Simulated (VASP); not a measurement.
# BaS in VASP: a series of runs, part 2 of 2

VASP 6.6.1. The steps go on from the part before.

**4. Electric field gradients, PBE (zz strain of -1 %)**

File INCAR:

```
  PREC = Accurate
  ENCUT = 520
  EDIFF = 1E-8
  ISMEAR = -1
  SIGMA = 0.02
  LREAL = F
  LASPH = T
  NELM = 100
  ALGO = Normal
  ISIF = 2
  LWAVE = F
  LCHARG = F
  GGA = PE
  LEFG = T
  NBANDS = 15
```

File KPOINTS:

```
regular mesh
0
Gamma
  8 8 8
```

File POSCAR:

```
BaS
1.0
    0.0000000000      3.1937500000      3.1618125000
    3.1937500000      0.0000000000      3.1618125000
    3.1937500000      3.1937500000      0.0000000000
Ba S
1 1
Direct
    0.0000000000      0.0000000000      0.0000000000
    0.5000000000      0.5000000000      0.5000000000
```

Potentials or basis: VASP PAW PBE potentials, release 64 (Ba_sv, S).

Started as:

```sh
$ cat potpaw_PBE.64/Ba_sv/POTCAR potpaw_PBE.64/S/POTCAR > POTCAR
$ mpirun -np 1 vasp_std > vasp.out
```

OUTCAR:

```text
PREC = Accurate
   ENCUT = 520
   EDIFF = 1E-8
   ISMEAR = -1
   LREAL = F
   LASPH = T
   NELM = 100
   ISIF = 2
   GGA = PE

 ion  position               nearest neighbor table
   1  0.000  0.000  0.000-   2 3.16   2 3.16   2 3.19   2 3.19   2 3.19   2 3.19
   2  0.500  0.500  0.500-   1 3.16   1 3.16   1 3.19   1 3.19   1 3.19   1 3.19

  LATTYP: Found a body centered tetragonal cell.
 ALAT       =     4.5166445648
 C/A-ratio  =     1.4000714267

  Lattice vectors:

 A1 = (   0.0000000000,  -3.1937500000,  -3.1618125000)
 A2 = (   0.0000000000,   3.1937500000,  -3.1618125000)
 A3 = (   3.1937500000,   0.0000000000,   3.1618125000)

Analysis of symmetry for initial positions (statically):
=====================================================================
 Subroutine PRICEL returns:
 Original cell was already a primitive cell.
[... 623 lines left out ...]
  energy-cutoff  :      520.00
  volume of cell :       64.50
      direct lattice vectors                 reciprocal lattice vectors
     0.000000000  3.193750000  3.161812500    -0.156555773  0.156555773  0.158137144
     3.193750000  0.000000000  3.161812500     0.156555773 -0.156555773  0.158137144
     3.193750000  3.193750000  0.000000000     0.156555773  0.156555773 -0.158137144

 POSITION                                       TOTAL-FORCE (eV/Angst)
 -----------------------------------------------------------------------------------
      0.00000      0.00000      0.00000         0.000000      0.000000      0.000000
      3.19375      3.19375      3.16181        -0.000000      0.000000      0.000000
 -----------------------------------------------------------------------------------
    total drift:                                0.000000      0.000000      0.000000

  FREE ENERGIE OF THE ION-ELECTRON SYSTEM (eV)
  ---------------------------------------------------
  free  energy   TOTEN  =       -10.1766019827 eV

  energy  without entropy=      -10.1766019827  energy(sigma->0) =      -10.17660198

 Electric field gradients (V/A^2)
---------------------------------------------------------------------
 ion       V_xx      V_yy      V_zz      V_xy      V_xz      V_yz
---------------------------------------------------------------------
   1       6.849     6.849   -13.698     0.000     0.000     0.000
   2       1.873     1.873    -3.746     0.000     0.000     0.000
---------------------------------------------------------------------

 Electric field gradients after diagonalization (V/A^2)
 (convention: |V_zz| > |V_xx| > |V_yy|)
----------------------------------------------------------------------
 ion       V_xx      V_yy      V_zz     asymmetry (V_yy - V_xx)/ V_zz
----------------------------------------------------------------------
   1       6.849     6.849   -13.698       0.000
   2       1.873     1.872    -3.746       0.000
----------------------------------------------------------------------

           NMR quadrupolar parameters

 Cq : quadrupolar parameter    Cq=e*Q*V_zz/h
 eta: asymmetry parameters     (V_yy - V_xx)/ V_zz
 Q  : nuclear electric quadrupole moment in mb (millibarn)
----------------------------------------------------------------------
 ion       Cq(MHz)       eta       Q (mb)
----------------------------------------------------------------------
   1      -0.033       0.000       1.000
   2      -0.009       0.000       1.000
----------------------------------------------------------------------
```

OSZICAR:

```text
N       E                     dE             d eps       ncg     rms          rms(c)
DAV:   1     0.823711823395E+02    0.82371E+02   -0.68242E+03  1770   0.927E+02
DAV:   2    -0.602463326931E+01   -0.88396E+02   -0.80009E+02  2413   0.170E+02
DAV:   3    -0.105698215552E+02   -0.45452E+01   -0.45166E+01  2453   0.406E+01
DAV:   4    -0.106532724607E+02   -0.83451E-01   -0.83418E-01  2249   0.548E+00
DAV:   5    -0.106549641718E+02   -0.16917E-02   -0.16917E-02  2434   0.647E-01    0.488E+00
DAV:   6    -0.101600481614E+02    0.49492E+00   -0.67104E-01  2064   0.494E+00    0.335E+00
DAV:   7    -0.101616535433E+02   -0.16054E-02   -0.18509E-01  2254   0.243E+00    0.213E+00
DAV:   8    -0.101753334104E+02   -0.13680E-01   -0.24464E-02  1994   0.114E+00    0.203E-01
DAV:   9    -0.101756887136E+02   -0.35530E-03   -0.32194E-03  2323   0.412E-01    0.141E-01
DAV:  10    -0.101765183728E+02   -0.82966E-03   -0.96151E-04  1840   0.210E-01    0.376E-02
DAV:  11    -0.101765992100E+02   -0.80837E-04   -0.10995E-04  2253   0.638E-02    0.113E-02
DAV:  12    -0.101766019109E+02   -0.27009E-05   -0.57222E-06  1980   0.157E-02    0.401E-03
DAV:  13    -0.101766018768E+02    0.34114E-07   -0.25593E-07  2359   0.306E-03    0.275E-03
DAV:  14    -0.101766019884E+02   -0.11160E-06   -0.26921E-08  2050   0.122E-03    0.297E-04
DAV:  15    -0.101766019827E+02    0.56289E-08   -0.75337E-09  1656   0.597E-04
   1 F= -.10176602E+02 E0= -.10176602E+02  d E =-.797720E-12
```

stdout:

```text
POSCAR found type information on POSCAR BaS
 POSCAR found :  2 types and       2 ions
 scaLAPACK will be used
 LDA part: xc-table for (Slater+PW92), standard interpolation
 POSCAR, INCAR and KPOINTS ok, starting setup
 FFT: planning ... GRIDC
 FFT: planning ... GRID_SOFT
 FFT: planning ... GRID
 WAVECAR not read
 entering main loop
ion   1

ion   2
```

It took 57 s on 1 thread of Intel Xeon Platinum 8488C (Sapphire Rapids), shared host; peak memory 0.23 GiB.

Results:

```yaml
Free_energy: -10.1766 eV
Pressure: 1.9 GPa
Band_gap_on_the_k_mesh: 2.06 eV, indirect (least direct gap 2.20 eV)
```

Levels at points of the mesh, in eV from the valence-band top:
```csv
k point,band 4,band 5,band 6,band 7,band 8,band 9,band 10,band 11,band 12,band 13
"(0.00, 0.00, 0.00)",-11.12,-10.40,-0.04,-0.04,0.00,3.62,3.82,3.82,3.89,4.75
"(0.50, 0.00, 0.00)",-11.16,-9.11,-1.98,-1.13,-1.13,5.55,5.70,6.31,6.34,8.93
"(0.50, 0.50, 0.00)",-11.32,-10.31,-0.50,-0.17,-0.17,2.06,5.95,6.07,7.52,7.52
"(0.50, 0.00, 0.50)",-11.31,-10.31,-0.55,-0.17,-0.13,2.07,5.91,6.09,7.48,7.57
```

Electric field gradients, principal values (V/Å²):
```
atom  least  middle  greatest (by size)
1 Ba  6.849   6.849             -13.698
 2 S  1.872   1.873              -3.746
```

Caveat: the cell differs from its parent crystal (zz strain of -1 %); without QUAD_EFG the Cq values of the log hold for a quadrupole moment of 1 mb, not for the nuclei; spin-orbit coupling is left out, which moves the levels of the heavy elements. A k mesh can miss the band edges.

**5. Electric field gradients, PBE (zz strain of +2 %)**

File INCAR:

```
SYSTEM = BaS
PREC     = Accurate       ! precision mode
ENCUT    = 520            ! plane-wave cutoff, eV
EDIFF    = 1E-8           ! SCF threshold, eV
ISMEAR   = -1             ! smearing method
SIGMA    = 0.02           ! smearing width, eV
LREAL    = .False.        ! projectors in reciprocal space
LASPH    = .True.         ! aspherical terms in the spheres
NELM     = 80             ! most SCF steps
ALGO     = Normal         ! electronic algorithm
ISIF     = 2              ! what is computed and relaxed
LWAVE    = .False.        ! write WAVECAR
LCHARG   = .False.        ! write CHGCAR
GGA      = PE             ! functional
LEFG     = .True.       
NBANDS   = 15             ! bands
```

File KPOINTS:

```
Automatic mesh
0
Gamma
  8 8 8
  0 0 0
```

File POSCAR:

```
BaS
1.0
    0.0000000000      3.1937500000      3.2576250000
    3.1937500000      0.0000000000      3.2576250000
    3.1937500000      3.1937500000      0.0000000000
Ba S
1 1
Direct
    0.0000000000      0.0000000000      0.0000000000
    0.5000000000      0.5000000000      0.5000000000
```

Potentials or basis: VASP PAW PBE potentials, release 64 (Ba_sv, S).

Started as:

```sh
$ cat potpaw_PBE.64/Ba_sv/POTCAR potpaw_PBE.64/S/POTCAR > POTCAR
$ mpirun -np 1 vasp_std > vasp.out
```

OUTCAR:

```text
SYSTEM = BaS
   PREC = Accurate
   ENCUT = 520
   EDIFF = 1E-8
   ISMEAR = -1
   LREAL = .False.
   LASPH = .True.
   NELM = 80
   ISIF = 2
   GGA = PE

 ion  position               nearest neighbor table
   1  0.000  0.000  0.000-   2 3.19   2 3.19   2 3.19   2 3.19   2 3.26   2 3.26
   2  0.500  0.500  0.500-   1 3.19   1 3.19   1 3.19   1 3.19   1 3.26   1 3.26

  LATTYP: Found a body centered tetragonal cell.
 ALAT       =     4.5166445648
 C/A-ratio  =     1.4424978336

  Lattice vectors:

 A1 = (  -3.1937500000,   0.0000000000,   3.2576250000)
 A2 = (   3.1937500000,   0.0000000000,   3.2576250000)
 A3 = (   0.0000000000,   3.1937500000,  -3.2576250000)

Analysis of symmetry for initial positions (statically):
=====================================================================
 Subroutine PRICEL returns:
 Original cell was already a primitive cell.

 Routine SETGRP: Setting up the symmetry group for a
 body centered tetragonal supercell.

 Subroutine GETGRP returns: Found 16 space group operations
 (whereof 16 operations were pure point group operations)
 out of a pool of 16 trial point group operations.

The static configuration has the point symmetry D_4h.

Analysis of symmetry for dynamics (positions and initial velocities):
=====================================================================
 Subroutine PRICEL returns:
 Original cell was already a primitive cell.

 Routine SETGRP: Setting up the symmetry group for a
 body centered tetragonal supercell.

 Subroutine GETGRP returns: Found 16 space group operations
 (whereof 16 operations were pure point group operations)
 out of a pool of 16 trial point group operations.

The dynamic configuration has the point symmetry D_4h.

 Subroutine INISYM returns: Found 16 space group operations
 (whereof 16 operations are pure point group operations),
 and found     1 'primitive' translations

----------------------------------------------------------------------------------------

                                     Primitive cell

  volume of cell :      66.4558

  direct lattice vectors                    reciprocal lattice vectors
     0.000000000  3.193750000  3.257625000    -0.156555773  0.156555773  0.153486052
     3.193750000  0.000000000  3.257625000     0.156555773 -0.156555773  0.153486052
     3.193750000  3.193750000  0.000000000     0.156555773  0.156555773 -0.153486052

  length of vectors
     4.562034601  4.562034601  4.516644565     0.269401908  0.269401908  0.269401908

  position of ions in fractional coordinates (direct lattice)
     0.000000000  0.000000000  0.000000000
     0.500000000  0.500000000  0.500000000

  ion indices of the primitive-cell ions
   primitive index   ion index
                 1           1
                 2           2

----------------------------------------------------------------------------------------

 KPOINTS: Automatic mesh

[... 84 lines left out ...]
   IALGO  =     38    algorithm
   IMIX   =      4    mixing-type and parameters
     AMIX     =   0.40;   BMIX     =  1.00
     AMIX_MAG =   1.60;   BMIX_MAG =  1.00
  volume/ion in A,a.u.               =      33.23       224.23
  Fermi-wavevector in a.u.,A,eV,Ry     =   1.018444  1.924580 14.112348  1.037228
  Thomas-Fermi vector in A             =   2.151902
   LORBIT       =      0    0 simple, 1 ext, 2 COOP (PROOUT), +10 PAW based schemes
   GGA     = PE    functional components
   LHFCALC =     F    Hartree Fock is set to
   AEXX    =    0.0000 exact exchange contribution
   IVDW    =     0    specifies the selected vdW correction
   LEPSILON=     F    determine dielectric tensor
   LRPA    =     F    only Hartree local field effects (RPA)
 non-spin polarized calculation
  energy-cutoff  :      520.00
  volume of cell :       66.46
 maximum number of plane-waves:      1824
 NGX is ok and might be reduce to    36
   NGX = 17   NGY = 17   NGZ = 17

 number of electron      16.0000002 magnetization

 Free energy of the ion-electron system (eV)
  ---------------------------------------------------
  ext. energy  EPLUGINS =         0.00000000
  ---------------------------------------------------
  free energy    TOTEN  =       -10.18861188 eV

  energy without entropy =      -10.18861188  energy(sigma->0) =      -10.18861188

 E-fermi :   1.8707     XC(G=0):  -8.5432

 val. band max:        1.3722413207   @ k =   0.0000   0.0000   0.0000
 cond. band min:       3.4884988905   @ k =   0.5000   0.0000   0.5000
 fundamental gap:      2.1162575697
 Fermi energy:         1.8707056218

 k-point     1 :       0.0000    0.0000    0.0000
  band No.  band energies     occupation
      1     -24.7842      2.00000
      2      -9.8441      2.00000
      3      -9.8417      2.00000
      4      -9.8417      2.00000
      5      -8.9788      2.00000
      6       1.3143      2.00000
      7       1.3722      2.00000
      8       1.3722      2.00000
      9       4.8392      0.00000
     10       5.1282      0.00000
     11       5.2640      0.00000
     12       5.2640      0.00000
     13       6.0868      0.00000
     14       6.1790      0.00000
[... 401 lines left out ...]
      2     -10.6799      2.00000
      3      -9.9106      2.00000
      4      -9.8965      2.00000
      5      -8.0899      2.00000
      6      -0.1408      2.00000
      7       0.5409      2.00000
      8       0.6899      2.00000
      9       5.1860      0.00000
     10       7.0088      0.00000
     11       7.0759      0.00000
     12       7.2797      0.00000
     13       7.9453      0.00000
     14       9.4271      0.00000
     15      11.4167      0.00000

 [... further k-points ...]

------------------------ aborting loop because EDIFF is reached ----------------------------------------

  FORCE on cell =-STRESS in cart. coord.  units (eV):
  Direction    XX          YY          ZZ          XY          YZ          ZX
  --------------------------------------------------------------------------------------
  -------------------------------------------------------------------------------------
  Total        0.4444799      0.4444799     -0.1826412      0.0000000      0.0000000     -0.0000000
  in kB       10.7159290     10.7159290     -4.4032804      0.0000000      0.0000000     -0.0000000
  external PRESSURE =       5.6761925 kB  Pullay stress =       0.0000000 kB

 VOLUME and BASIS-vectors are now :
 -----------------------------------------------------------------------------
  energy-cutoff  :      520.00
  volume of cell :       66.46
      direct lattice vectors                 reciprocal lattice vectors
     0.000000000  3.193750000  3.257625000    -0.156555773  0.156555773  0.153486052
     3.193750000  0.000000000  3.257625000     0.156555773 -0.156555773  0.153486052
     3.193750000  3.193750000  0.000000000     0.156555773  0.156555773 -0.153486052

 POSITION                                       TOTAL-FORCE (eV/Angst)
 -----------------------------------------------------------------------------------
      0.00000      0.00000      0.00000        -0.000000     -0.000000      0.000000
      3.19375      3.19375      3.25762         0.000000      0.000000     -0.000000
 -----------------------------------------------------------------------------------
    total drift:                                0.000000      0.000000      0.000000

  FREE ENERGIE OF THE ION-ELECTRON SYSTEM (eV)
  ---------------------------------------------------
  free  energy   TOTEN  =       -10.1886118765 eV

  energy  without entropy=      -10.1886118765  energy(sigma->0) =      -10.18861188

 Electric field gradients (V/A^2)
---------------------------------------------------------------------
 ion       V_xx      V_yy      V_zz      V_xy      V_xz      V_yz
---------------------------------------------------------------------
   1     -12.545   -12.545    25.090     0.000     0.000     0.000
   2      -3.399    -3.399     6.799     0.000     0.000     0.000
---------------------------------------------------------------------

 Electric field gradients after diagonalization (V/A^2)
 (convention: |V_zz| > |V_xx| > |V_yy|)
----------------------------------------------------------------------
 ion       V_xx      V_yy      V_zz     asymmetry (V_yy - V_xx)/ V_zz
----------------------------------------------------------------------
   1     -12.545   -12.545    25.090       0.000
   2      -3.400    -3.399     6.799       0.000
----------------------------------------------------------------------

           NMR quadrupolar parameters

 Cq : quadrupolar parameter    Cq=e*Q*V_zz/h
 eta: asymmetry parameters     (V_yy - V_xx)/ V_zz
 Q  : nuclear electric quadrupole moment in mb (millibarn)
----------------------------------------------------------------------
 ion       Cq(MHz)       eta       Q (mb)
----------------------------------------------------------------------
   1       0.061       0.000       1.000
   2       0.016       0.000       1.000
----------------------------------------------------------------------
```

Run time: 62 s. Hardware: 1 thread of Intel Xeon Platinum 8488C (Sapphire Rapids), shared host; peak memory 0.23 GiB.

What came out:

- Free energy: -10.1886 eV
- Pressure: 0.6 GPa
- Band gap on the k mesh: 2.12 eV, indirect (least direct gap 2.26 eV)

Electric field gradients, principal values (V/Å²):
| atom | least | middle | greatest (by size) |
| --- | --- | --- | --- |
| 1 Ba | -12.545 | -12.545 | 25.090 |
| 2 S | -3.399 | -3.400 | 6.799 |

Caveat: the cell differs from its parent crystal (zz strain of +2 %); without QUAD_EFG the Cq values of the log hold for a quadrupole moment of 1 mb, not for the nuclei; spin-orbit coupling is left out, which moves the levels of the heavy elements. A k mesh can miss the band edges.

**6. Summary**

| cell | gap on the mesh (eV) | pressure (GPa) |
| --- | --- | --- |
| a = 4.539 Å, angles 59.3°, 2 atoms | 2.09 | 1.4 |
| a = 4.585 Å, angles 58.0°, 2 atoms | 2.06 | 1.4 |
| a = 4.494, b = 4.494, c = 4.517 Å, angles 59.8, 59.8, 60.3°, 2 atoms | 2.06 | 1.9 |
| a = 4.562, b = 4.562, c = 4.517 Å, angles 60.3, 60.3, 59.3°, 2 atoms | 2.12 | 0.6 |

Alike in all rows: task electric field gradients; level PBE; potentials or basis VASP PAW PBE potentials, release 64 (Ba_sv, S); no spin polarisation; k mesh 8 × 8 × 8; cutoff (eV) 520; smearing fermi-dirac 0.02 eV.

Caveats: spin-orbit coupling is left out, which moves the levels of the heavy elements.

Absolute energies hang on the potentials; compare differences alone.
